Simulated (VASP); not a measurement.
# GeCN2 (R-3m) in VASP: further runs

The runs below take GeCN2 through single point, with PBEsol.

Program: VASP 6.6.1. These are calculated values, not measurements. Logs are shortened: lines on timing, memory, paths and dates and some standing lists are left out, and cuts for length are marked.

### Step 1. The cell of the first run

It takes space group R-3m (No. 166, trigonal). The conventional cell has a = 3.588 Å, b = 3.588 Å, c = 14.766 Å, α = 90.00°, β = 90.00°, γ = 120.00°. Ge (site symmetry -3m) has 6 N at 2.40 Å within 3.2 Å. N (site symmetry 3m) has 1 C at 1.24 Å within 1.7 Å. Within 1.7 Å of C (site symmetry -3m) lie 2 N at 1.24 Å.

### Step 2. Single point, PBEsol

Contents of INCAR:

```
SYSTEM = GeCN2
ALGO     = Normal         ! electronic algorithm
EDIFF    = 1E-6           ! SCF threshold, eV
ENCUT    = 520            ! plane-wave cutoff, eV
GGA      = PS             ! functional
ISIF     = 2              ! what is computed and relaxed
ISMEAR   = -1             ! smearing method
LASPH    = .True.         ! aspherical terms in the spheres
LCHARG   = .False.        ! write CHGCAR
LREAL    = .False.        ! projectors in reciprocal space
LWAVE    = .False.        ! write WAVECAR
NBANDS   = 22             ! bands
NELM     = 100            ! most SCF steps
PREC     = Accurate       ! precision mode
SIGMA    = 0.05           ! smearing width, eV
```

Contents of KPOINTS:

```
k-points
0
Gamma
  9 9 9
  0 0 0
```

Contents of POSCAR:

```
GeCN2
1.0
    1.7937903697      1.0356453528      4.9219572124
   -1.7937903697      1.0356453528      4.9219572124
    0.0000000000     -2.0712907056      4.9219572124
Ge N C
1 2 1
Direct
    0.0000000000      0.0000000000      0.0000000000
    0.5839044000      0.5839044000      0.5839044000
    0.4160956000      0.4160956000      0.4160956000
    0.5000000000      0.5000000000      0.5000000000
```

Potentials or basis: VASP PAW PBE potentials, release 64 (Ge_d, N, C).

Run with:

```bash
$ cat potpaw_PBE.64/Ge_d/POTCAR potpaw_PBE.64/N/POTCAR potpaw_PBE.64/C/POTCAR > POTCAR
$ mpirun -np 1 vasp_std > vasp.out
```

OUTCAR:

```text
SYSTEM = GeCN2
   EDIFF = 1E-6
   ENCUT = 520
   GGA = PS
   ISIF = 2
   ISMEAR = -1
   LASPH = .True.
   LREAL = .False.
   NELM = 100
   PREC = Accurate

 ion  position               nearest neighbor table
   1  0.000  0.000  0.000-
   2  0.584  0.584  0.584-   4 1.24
   3  0.416  0.416  0.416-   4 1.24
   4  0.500  0.500  0.500-   2 1.24   3 1.24

  LATTYP: Found a trigonal (rhomboedric) cell.
 ALAT       =     5.3400288377
 COS(alpha) =     0.7743235887

  Lattice vectors:

 A1 = (   1.7937903697,   1.0356453528,   4.9219572124)
 A2 = (  -1.7937903697,   1.0356453528,   4.9219572124)
 A3 = (   0.0000000000,  -2.0712907056,   4.9219572124)

Analysis of symmetry for initial positions (statically):
=====================================================================
 Subroutine PRICEL returns:
 Original cell was already a primitive cell.

 Routine SETGRP: Setting up the symmetry group for a
 trigonal (rhombohedral) supercell.

 Subroutine GETGRP returns: Found 12 space group operations
 (whereof 12 operations were pure point group operations)
 out of a pool of 12 trial point group operations.

The static configuration has the point symmetry D_3d.

Analysis of symmetry for dynamics (positions and initial velocities):
=====================================================================
 Subroutine PRICEL returns:
 Original cell was already a primitive cell.

 Routine SETGRP: Setting up the symmetry group for a
 trigonal (rhombohedral) supercell.

 Subroutine GETGRP returns: Found 12 space group operations
 (whereof 12 operations were pure point group operations)
 out of a pool of 12 trial point group operations.

The dynamic configuration has the point symmetry D_3d.

 Subroutine INISYM returns: Found 12 space group operations
 (whereof 12 operations are pure point group operations),
 and found     1 'primitive' translations

----------------------------------------------------------------------------------------

                                     Primitive cell

  volume of cell :      54.8620

  direct lattice vectors                    reciprocal lattice vectors
     1.793790370  1.035645353  4.921957212     0.278739371  0.160930251  0.067723737
    -1.793790370  1.035645353  4.921957212    -0.278739371  0.160930251  0.067723737
     0.000000000 -2.071290706  4.921957212     0.000000000 -0.321860502  0.067723737

  length of vectors
     5.340028838  5.340028838  5.340028838     0.328908327  0.328908327  0.328908327

  position of ions in fractional coordinates (direct lattice)
     0.000000000  0.000000000  0.000000000
     0.583904400  0.583904400  0.583904400
     0.416095600  0.416095600  0.416095600
     0.500000000  0.500000000  0.500000000

  ion indices of the primitive-cell ions
   primitive index   ion index
                 1           1
                 2           2
                 3           3
                 4           4

----------------------------------------------------------------------------------------

 KPOINTS: k-points

Automatic generation of k-mesh.
 Grid dimensions read from file:
 generate k-points for:    9    9    9

 Generating k-lattice:

  Cartesian coordinates                     Fractional coordinates (reciprocal lattice)
     0.030971041  0.017881139  0.007524860     0.111111111  0.000000000  0.000000000
    -0.030971041  0.017881139  0.007524860     0.000000000  0.111111111  0.000000000
     0.000000000 -0.035762278  0.007524860     0.000000000  0.000000000  0.111111111

  Length of vectors
     0.036545370  0.036545370  0.036545370

  Shift w.r.t. Gamma in fractional coordinates (k-lattice)
     0.000000000  0.000000000  0.000000000

 Subroutine IBZKPT returns following result:
 ===========================================

 Found     85 irreducible k-points:

 Following reciprocal coordinates:
            Coordinates               Weight
  0.000000  0.000000  0.000000      1.000000
  0.111111 -0.000000 -0.000000      6.000000
  0.222222 -0.000000 -0.000000      6.000000
  0.333333 -0.000000 -0.000000      6.000000
  0.444444 -0.000000 -0.000000      6.000000
  0.111111  0.111111 -0.000000      6.000000
[... 16 lines left out ...]
 -0.333333  0.333333  0.000000      6.000000
  0.444444  0.444444 -0.000000      6.000000
 [... further k-points ...]
   k-points           NKPTS =     85   k-points in BZ     NKDIM =     85   number of bands    NBANDS=     22
   number of dos      NEDOS =    301   number of ions     NIONS =      4
   total plane-waves  NPLWV =  64000
   dimension x,y,z NGX =    40 NGY =   40 NGZ =   40
   dimension x,y,z NGXF=    80 NGYF=   80 NGZF=   80
   ions per type =               1   2   1
   NGX,Y,Z   is equivalent  to a cutoff of  12.45, 12.45, 12.45 a.u.
   NGXF,Y,Z  is equivalent  to a cutoff of  24.91, 24.91, 24.91 a.u.
 SYSTEM =  GeCN2
   PREC   = accura    normal or accurate (medium, high low for compatibility)
   ISTART =      0    job   : 0-new  1-cont  2-samecut
   ICHARG =      2    charge: 1-file 2-atom 10-const
   ISPIN  =      1    spin polarized calculation?
   LNONCOLLINEAR =      F non collinear calculations
   LSORBIT =      F    spin-orbit coupling
   LASPH  =      T    aspherical Exc in radial PAW
   ENCUT  =  520.0 eV  38.22 Ry    6.18 a.u.   9.93  9.93  9.93*2*pi/ulx,y,z
   NELM   =    100;   NELMIN=  2; NELMDL= -5     # of ELM steps
   EDIFF  = 0.1E-05   stopping-criterion for ELM
   LREAL  =      F    real-space projection
   EDIFFG = 0.1E-04   stopping-criterion for IOM
   NSW    =      0    number of steps for IOM
   IBRION =     -1    ionic relax: 0-MD 1-quasi-New 2-CG
   NFREE  =      0    steps in history (QN), initial steepest desc. (CG)
   ISIF   =      2    stress and relaxation
   ISYM   =      2    0-nonsym 1-usesym 2-fastsym
   POTIM  = 0.5000    time-step for ionic-motion
   TEBEG  =    0.0;   TEEND  =   0.0 temperature during run
   PSTRESS=    0.0 pullay stress
   NELECT =      28.0000    total number of electrons
   NUPDOWN=      -1.0000    fix difference up-down
   EMIN   =  10.00;   EMAX   =-10.00  energy-range for DOS
   EFERMI =   0.00;   METHOD = LEGACY
   ISMEAR =    -1;   SIGMA  =   0.05  broadening in eV -4-tet -1-fermi 0-gaus
   EFERMI_NEDOS =   21; number of points for ismear=-14 and -15
   IALGO  =     38    algorithm
   IMIX   =      4    mixing-type and parameters
     AMIX     =   0.40;   BMIX     =  1.00
     AMIX_MAG =   1.60;   BMIX_MAG =  1.00
  volume/ion in A,a.u.               =      13.72        92.56
  Fermi-wavevector in a.u.,A,eV,Ry     =   1.308289  2.472307 23.287992  1.711619
  Thomas-Fermi vector in A             =   2.438966
   LORBIT       =      0    0 simple, 1 ext, 2 COOP (PROOUT), +10 PAW based schemes
   GGA     = PS    functional components
   LHFCALC =     F    Hartree Fock is set to
   AEXX    =    0.0000 exact exchange contribution
   IVDW    =     0    specifies the selected vdW correction
   LEPSILON=     F    determine dielectric tensor
   LRPA    =     F    only Hartree local field effects (RPA)
 non-spin polarized calculation
  energy-cutoff  :      520.00
  volume of cell :       54.86
 maximum number of plane-waves:      1503
   NGX = 19   NGY = 19   NGZ = 19

 number of electron      28.0000006 magnetization

 Free energy of the ion-electron system (eV)
  ---------------------------------------------------
  ext. energy  EPLUGINS =         0.00000000
  ---------------------------------------------------
  free energy    TOTEN  =       -30.59560081 eV

  energy without entropy =      -30.59560010  energy(sigma->0) =      -30.59560046

 E-fermi :   3.9530     XC(G=0):  -9.9147

 val. band max:        3.4072832828   @ k =  -0.4444  -0.4444   0.2222
 cond. band min:       4.4084686240   @ k =   0.4444   0.4444   0.4444
 fundamental gap:      1.0011853412
 Fermi energy:         3.9530439822

 k-point     1 :       0.0000    0.0000    0.0000
  band No.  band energies     occupation
      1     -21.2122      2.00000
      2     -21.2071      2.00000
      3     -21.2071      2.00000
      4     -21.1981      2.00000
      5     -21.1981      2.00000
      6     -15.7834      2.00000
[... 14 lines left out ...]
     21      13.3165      0.00000
     22      14.0579      0.00000

 k-point     2 :       0.1111   -0.0000   -0.0000
  band No.  band energies     occupation
      1     -21.2113      2.00000
      2     -21.2076      2.00000
      3     -21.2051      2.00000
      4     -21.1997      2.00000
      5     -21.1985      2.00000
      6     -15.7438      2.00000
[... 14 lines left out ...]
     21      12.7332      0.00000
     22      13.7489      0.00000

 k-point     3 :       0.2222   -0.0000   -0.0000
  band No.  band energies     occupation
      1     -21.2126      2.00000
      2     -21.2063      2.00000
      3     -21.2028      2.00000
      4     -21.2001      2.00000
      5     -21.1992      2.00000
      6     -15.6411      2.00000
[... 14 lines left out ...]
     21      11.5837      0.00000
     22      14.4928      0.00000

 k-point     4 :       0.3333   -0.0000   -0.0000
  band No.  band energies     occupation
      1     -21.2170      2.00000
      2     -21.2071      2.00000
      3     -21.2011      2.00000
      4     -21.2002      2.00000
      5     -21.1942      2.00000
      6     -15.5197      2.00000
[... 14 lines left out ...]
     21      11.7917      0.00000
     22      14.9652      0.00000

 k-point     5 :       0.4444   -0.0000   -0.0000
  band No.  band energies     occupation
      1     -21.2204      2.00000
      2     -21.2085      2.00000
      3     -21.2008      2.00000
      4     -21.1985      2.00000
      5     -21.1904      2.00000
      6     -15.4377      2.00000
[... 417 lines left out ...]
 k-point    22 :      -0.4444    0.3333   -0.0000
  band No.  band energies     occupation
      1     -21.2148      2.00000
      2     -21.2052      2.00000
      3     -21.2046      2.00000
      4     -21.2002      2.00000
      5     -21.1944      2.00000
      6     -15.3626      2.00000
[... 14 lines left out ...]
     21      13.5414      0.00000
     22      14.5001      0.00000

 k-point    23 :      -0.3333    0.3333    0.0000
  band No.  band energies     occupation
      1     -21.2101      2.00000
      2     -21.2092      2.00000
      3     -21.2011      2.00000
      4     -21.1992      2.00000
      5     -21.1992      2.00000
      6     -15.3584      2.00000
[... 14 lines left out ...]
     21      13.3413      0.00000
     22      14.0725      0.00000

 k-point    24 :       0.4444    0.4444   -0.0000
  band No.  band energies     occupation
      1     -21.2213      2.00000
      2     -21.2090      2.00000
      3     -21.2006      2.00000
      4     -21.1984      2.00000
      5     -21.1904      2.00000
      6     -15.3782      2.00000
[... 14 lines left out ...]
     21      12.4619      0.00000
     22      15.3881      0.00000

 [... further k-points ...]

------------------------ aborting loop because EDIFF is reached ----------------------------------------

  FORCE on cell =-STRESS in cart. coord.  units (eV):
  Direction    XX          YY          ZZ          XY          YZ          ZX
  --------------------------------------------------------------------------------------
  -------------------------------------------------------------------------------------
  Total       -1.1503856     -1.1503856     -0.8712623      0.0000000     -0.0000000      0.0000000
  in kB      -33.5955847    -33.5955847    -25.4441325      0.0000000     -0.0000000      0.0000000
  external PRESSURE =     -30.8784340 kB  Pullay stress =       0.0000000 kB

 VOLUME and BASIS-vectors are now :
 -----------------------------------------------------------------------------
  energy-cutoff  :      520.00
  volume of cell :       54.86
      direct lattice vectors                 reciprocal lattice vectors
     1.793790370  1.035645353  4.921957212     0.278739371  0.160930251  0.067723737
    -1.793790370  1.035645353  4.921957212    -0.278739371  0.160930251  0.067723737
     0.000000000 -2.071290706  4.921957212     0.000000000 -0.321860502  0.067723737

 POSITION                                       TOTAL-FORCE (eV/Angst)
 -----------------------------------------------------------------------------------
      0.00000      0.00000      0.00000         0.000000      0.000000     -0.000000
      0.00000      0.00000      8.62186         0.000000     -0.000000      0.189391
      0.00000      0.00000      6.14401         0.000000      0.000000     -0.189391
      0.00000      0.00000      7.38294        -0.000000      0.000000      0.000000
 -----------------------------------------------------------------------------------
    total drift:                               -0.000000      0.000000     -0.000000

  FREE ENERGIE OF THE ION-ELECTRON SYSTEM (eV)
  ---------------------------------------------------
  free  energy   TOTEN  =       -30.5956008123 eV

  energy  without entropy=      -30.5956000995  energy(sigma->0) =      -30.59560046
```

It took 2.1 min on 1 thread of Intel Xeon Platinum 8259CL at 2.50GHz (Skylake/Cascade Lake), shared host; peak memory 0.3 GiB.

What came out:

- Free energy: -30.5956 eV
- Pressure: -3.1 GPa
- Largest force: 0.189 eV/Å
- Band gap on the k mesh: 1.00 eV, indirect (least direct gap 1.82 eV)

Forces on the atoms (eV/Å):
```
Ge   0.000  0.000  0.000
N    0.000  0.000  0.189
N    0.000  0.000 -0.189
C    0.000  0.000  0.000
```

Caveat: the PAW data sets were made with another functional, which shifts forces and pressure a little.

### Step 3. Single point, PBEsol

This run uses another cell than the first one, of 9.60 Å³/atom, 0.700 times its volume.

Contents of INCAR:

```
ALGO = Normal ; EDIFF = 1E-7
ENCUT = 520 ; GGA = PS
ISIF = 2 ; ISMEAR = -1
LASPH = T ; LCHARG = F
LREAL = F ; LWAVE = F
NBANDS = 22 ; NELM = 80
PREC = Accurate ; SIGMA = 0.05
```

Contents of KPOINTS:

```
k-points
0
Gamma
  9 9 9
```

Contents of POSCAR:

```
GeCN2
1.0
    1.5103429871      0.8719969302      4.8606436392
   -1.5103429871      0.8719969302      4.8606436392
    0.0000000000     -1.7439938604      4.8606436392
Ge N C
1 2 1
Direct
    0.0000000000      0.0000000000      0.0000000000
    0.5858947452      0.5858947452      0.5858947452
    0.4141052548      0.4141052548      0.4141052548
    0.5000000000      0.5000000000      0.5000000000
```

Potentials or basis: VASP PAW PBE potentials, release 64 (Ge_d, N, C).

Run with:

```bash
$ cat potpaw_PBE.64/Ge_d/POTCAR potpaw_PBE.64/N/POTCAR potpaw_PBE.64/C/POTCAR > POTCAR
$ mpirun -np 1 vasp_std > vasp.out
```

Run time: 95 s. Hardware: 1 thread of Intel Xeon Platinum 8488C (Sapphire Rapids), shared host; peak memory 0.26 GiB.

The run converged. Its results:

```yaml
Free_energy: -29.7412 eV
Pressure: 20.2 GPa
Largest_force: 0.119 eV/Å
Band_gap_on_the_k_mesh: zero (band 14 reaches 9.35 eV, above the bottom of band 15 at 7.91 eV)
```

Forces in eV/Å, atoms in the order of the input:
```
Ge   0.000  0.000  0.000
N    0.000  0.000  0.119
N    0.000  0.000 -0.119
C    0.000  0.000  0.000
```

Stress tensor (GPa, compression positive):
```
19.75  0.00  0.00
 0.00 19.75  0.00
 0.00  0.00 21.12
```

Levels at points of the mesh, in eV from the Fermi level:
| k point | band 10 | band 11 | band 12 | band 13 | band 14 | band 15 | band 16 | band 17 | band 18 | band 19 |
| --- | --- | --- | --- | --- | --- | --- | --- | --- | --- | --- |
| (0.00, 0.00, 0.00) | -6.44 | -6.44 | -3.82 | -3.82 | -0.89 | 2.68 | 2.90 | 2.90 | 4.65 | 7.36 |

Caveat: the PAW data sets were made with another functional, which shifts forces and pressure a little.

### Step 4. Single point, PBEsol

This run uses another cell than the first one, of 11.42 Å³/atom, 0.833 times its volume.

Contents of INCAR:

```
PREC     = Accurate       # precision mode
ENCUT    = 520            # plane-wave cutoff, eV
EDIFF    = 1E-6           # SCF threshold, eV
ISMEAR   = -1             # smearing method
SIGMA    = 0.05           # smearing width, eV
LREAL    = False          # projectors in reciprocal space
LASPH    = True           # aspherical terms in the spheres
NELM     = 100            # most SCF steps
ALGO     = Normal         # electronic algorithm
ISIF     = 2              # what is computed and relaxed
LWAVE    = False          # write WAVECAR
LCHARG   = False          # write CHGCAR
GGA      = PS             # functional
NBANDS   = 22             # bands
```

Contents of KPOINTS:

```
regular mesh
0
Gamma
  9 9 9
```

Contents of POSCAR:

```
GeCN2
1.0
    1.6476428895      0.9512670658      4.8591331930
   -1.6476428895      0.9512670658      4.8591331930
    0.0000000000     -1.9025341316      4.8591331930
Ge N C
1 2 1
Direct
    0.0000000000      0.0000000000      0.0000000000
    0.5847244594      0.5847244594      0.5847244594
    0.4152755406      0.4152755406      0.4152755406
    0.5000000000      0.5000000000      0.5000000000
```

Run with:

```bash
$ cat potpaw_PBE.64/Ge_d/POTCAR potpaw_PBE.64/N/POTCAR potpaw_PBE.64/C/POTCAR > POTCAR
$ mpirun -np 1 vasp_std > vasp.out
```

Wall time 72 s (1 thread of Intel Xeon Platinum 8488C (Sapphire Rapids), shared host); peak memory 0.28 GiB.

The run converged. Its results:

| Item | Value |
| --- | --- |
| Free energy | -30.4445 eV |
| Pressure | 10.2 GPa |
| Largest force | 0.146 eV/Å |
| Band gap on the k mesh | 0.69 eV, indirect (least direct gap 1.13 eV) |

Forces in eV/Å, atoms in the order of the input:
```
Ge   0.000  0.000  0.000
N    0.000  0.000  0.146
N    0.000  0.000 -0.146
C    0.000  0.000  0.000
```

Stress tensor (GPa, compression positive):
```
 9.72  0.00  0.00
 0.00  9.72  0.00
 0.00  0.00 11.20
```

Levels at points of the mesh, in eV from the valence-band top:
```csv
k point,band 11,band 12,band 13,band 14,band 15,band 16,band 17,band 18
"(0.00, 0.00, 0.00)",-6.20,-3.09,-3.09,-1.63,2.31,2.94,2.94,4.44
```

Caveat: the PAW data sets were made with another functional, which shifts forces and pressure a little. A k mesh can miss the band edges.

(Part 1 of 2 ends here.)
